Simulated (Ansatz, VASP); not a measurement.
BN: VASP beside Ansatz

The input POSCAR:

```
BN
1.0
    0.0000000000      3.2928550384      2.1632762179
    1.2509583998      0.0000000000      2.1632762179
    1.2509583998      3.2928550384      0.0000000000
B N
1 1
Direct
    0.0001138443      0.0001138443      0.9998861557
    0.6665861457      0.6665861457      0.3334138543
```

INCAR.step1

```
SYSTEM = BN
PREC = Accurate
ENCUT = 520
EDIFF = 1E-5
ISMEAR = 0
SIGMA = 0.01
LREAL = .FALSE.
LASPH = .TRUE.
NELM = 80
ALGO = Normal
ISIF = 2
LWAVE = .TRUE.
LCHARG = .FALSE.
GGA = PE
NBANDS = 11
```

Contents of INCAR.step2:

```
SYSTEM = BN
PREC = Accurate
ENCUT = 520
EDIFF = 1E-6
ISMEAR = 0
SIGMA = 0.01
LREAL = .FALSE.
LASPH = .TRUE.
NELM = 80
ALGO = Normal
ISIF = 2
LWAVE = .FALSE.
LCHARG = .FALSE.
GGA = PE
LHFCALC = .TRUE.
HFSCREEN = 0.2079
PRECFOCK = Normal
ISTART = 1
NBANDS = 11
```

The input KPOINTS:

```
regular mesh
0
G
  8 8 8
  0 0 0
```

Input for Ansatz:

```yaml
crystal:
  lattice:
    - [0.0, 3.2928550384, 2.1632762179]
    - [1.2509583998, 0.0, 2.1632762179]
    - [1.2509583998, 3.2928550384, 0.0]
  atoms:
    - { symbol: B, position: [0.0001138443, 0.0001138443, 0.9998861557] }
    - { symbol: "N", position: [0.6665861457, 0.6665861457, 0.3334138543] }
kpoints:
  mp_grid: { grid: [8, 8, 8] }
  band_path:
    path:
      - [0.0, 0.0, 0.0]
      - [0.5, 0.0, 0.5]
      - [1.0, 0.5, 0.5]
      - [0.5, 0.5, 0.0]
      - [0.0, 0.3696802989, 0.3696802989]
      - [1.0, 0.6303197011, 0.6303197011]
      - [0.5, 0.2975179743, 0.7975179743]
      - [0.5, 0.7024820257, 0.2024820257]
      - [0.5, 0.5, 0.5]
      - [0.5, 0.364583, -0.135417]
      - [0.0, 0.332712269, 0.332712269]
    npoints: 1
hamiltonian:
  xc: hse06
scf:
  occupations: { method: fixed }
  n_extra_bands: 4
output:
  forces: true
  stress: true
  eigenvalues: true
```

Alike in both runs: task single point; functional HSE06; k mesh 8 × 8 × 8; no spin polarisation.

```csv
,VASP,Ansatz
version,VASP 6.6.1,Ansatz 0.2.0
potentials or method,"VASP PAW PBE potentials, release 64 (B, N)","plane waves, PAW"
plane-wave cutoff (eV),520,420
occupations,"gaussian, width 0.01 eV",fixed
valence electrons in the cell,8,8
```

```tsv
	VASP	Ansatz	Ansatz less VASP
gap on the k mesh at the Fermi level (eV)	4.68	4.69	+0.009
pressure (GPa)	-0.2	-0.4	-0.22
traceless stress, the component that is largest in VASP (GPa)	3.14	3.53	+0.392
```

Ansatz's warnings: stress exchange threshold loose, stress scf threshold loose.
